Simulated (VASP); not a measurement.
Wanted: the native input for a VASP 6.6.1 run.

- Task: relaxation of shape and atoms at fixed volume
- Functional: PBEsol
- Potentials or basis: VASP PAW PBE potentials, release 64 (Ta_pv, N)
- Cutoff: 600 eV
- k mesh: 12 × 12 × 12
- Occupations: gaussian, width 0.1 eV
- Spin: no spin polarisation
- Dipole correction: no
- Further INCAR settings: ALGO = Fast; EDIFF = 1e-06; IBRION = 2; EDIFFG = -0.01; NSW = 50; ISIF = 4

The structure of Ta4N3 lies in POSCAR:

```
Ta4N3
1.0
   -2.2212307966      2.2212307966      4.3567472867
    2.2212307966     -2.2212307966      4.3567472867
    2.2212307966      2.2212307966     -4.3567472867
Ta N
4 3
Direct
    0.0000000000      0.5000000000      0.5000000000
    0.2604736008      0.2604736008      0.0000000000
    0.5000000000      0.0000000000      0.5000000000
    0.7395263992      0.7395263992      0.0000000000
    0.7500000000      0.2500000000      0.5000000000
    0.0000000000      0.0000000000      0.0000000000
    0.2500000000      0.7500000000      0.5000000000
```

These files were run (other wordings do the same):

INCAR

```
PREC = Accurate
ENCUT = 600
EDIFF = 1E-6
ISMEAR = 0
SIGMA = 0.1
LREAL = False
LASPH = True
NELM = 80
ALGO = Fast
ISIF = 4
LWAVE = False
LCHARG = False
GGA = PS
IBRION = 2
NSW = 50
EDIFFG = -0.01
```

KPOINTS

```
Automatic mesh
0
Gamma
  12 12 12
```

Potentials or basis: VASP PAW PBE potentials, release 64 (Ta_pv, N).

Launch:

```console
$ cat potpaw_PBE.64/Ta_pv/POTCAR potpaw_PBE.64/N/POTCAR > POTCAR
$ mpirun -np 1 vasp_std > vasp.out
```

It gave:

```
Energy gained by relaxing    : 0.0 meV/atom
Ionic steps                  : 2
Pressure after relaxing      : -16.6 GPa
Largest force after relaxing : 0.005 eV/Å
Band gap on the k mesh       : zero (an odd number of electrons rules out a gap without spin polarisation)
```

Caveat: the PAW data sets were made with another functional, which shifts forces and pressure a little; spin-orbit coupling is left out, which moves the levels of the heavy elements; an odd number of electrons without spin polarisation forces a metal; a magnetic or distorted state may lie lower.

Run time: 35 min on 1 thread of Oxide Virtual Turin-like Processor, with other jobs on the host, peak memory 0.63 GiB.
